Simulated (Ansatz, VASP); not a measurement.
**GaMo in VASP and in Ansatz**

```
Ga Mo
1.0
     0.00000    2.51205    2.51205
     2.51205    0.00000    2.51205
     2.51205    2.51205    0.00000
Ga Mo
1 1
Direct
  0.50000 0.50000 0.50000
  0.00000 0.00000 0.00000
```

Change from the starting cell: species swapped into the AgCl type (Fm-3m, No. 225).

Alike in both runs: task relaxation of cell and atoms; functional PBE; k mesh 7 × 7 × 7; occupations gaussian, width 0.2 eV; no spin polarisation.

|  | VASP | Ansatz |
| --- | --- | --- |
| version | VASP 6.6.1 | Ansatz 0.2.0 |
| potentials or method | VASP PAW PBE potentials, release 64 (Ga_d, Mo_sv), cutoff 600 eV | scalar-relativistic, plane waves, PAW |
| valence electrons in the cell | 27 | 27 |

```csv
,VASP,Ansatz,Ansatz less VASP
"gap on the k mesh at the Fermi level, each at its own relaxed structure (eV)",none,none,-
relaxed volume (Å³/atom),16.90,16.86,-0.038
relaxed cell length with the largest relative difference (Å),3.629,3.626,-0.0027
```

A gap of «none» marks a metal or a gap that the smearing closes.
